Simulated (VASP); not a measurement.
The system is NaCl.

```
Na Cl
1.0
     3.50156    0.00000    0.00000
     0.00000    3.50156    0.00000
     0.00000    0.00000    3.50156
Na Cl
1 1
Direct
  0.00000 0.00000 0.00000
  0.50000 0.50000 0.50000
```

```yaml
Program: VASP 6.6.1
Task: relaxation of cell and atoms
Functional: PBE
Dispersion: D3(BJ)
Potentials_or_basis: VASP PAW PBE potentials, release 64 (Na_pv, Cl)
Cutoff: 600 eV
k_mesh: 6 × 6 × 6
Occupations: gaussian, width 0.02 eV
Spin: no spin polarisation
```

At the start: pressure -1.5 GPa; volume 21.47 Å³/atom.

Problem. How do energy, volume and symmetry change on relaxing?

Solution. Over 3 steps the energy falls by 6.2 meV/atom and the volume is 20.33 Å³/atom (-5.3 %); space group Pm-3m (No. 221, to 0.1 Å) before and after.

Step by step:
```csv
step,energy change (eV),largest force (eV/Å),pressure (GPa),volume (Å³)
1,0.0000,0.0000,-1.54,42.93
2,-0.0095,0.0000,-0.80,41.66
3,-0.0124,0.0000,-0.11,40.67
```

Final structure:
```
Na Cl
1.0
     3.43881    0.00000    0.00000
     0.00000    3.43881    0.00000
     0.00000    0.00000    3.43881
Na Cl
1 1
Direct
  0.00000 0.00000 0.00000
  0.50000 0.50000 0.50000
```
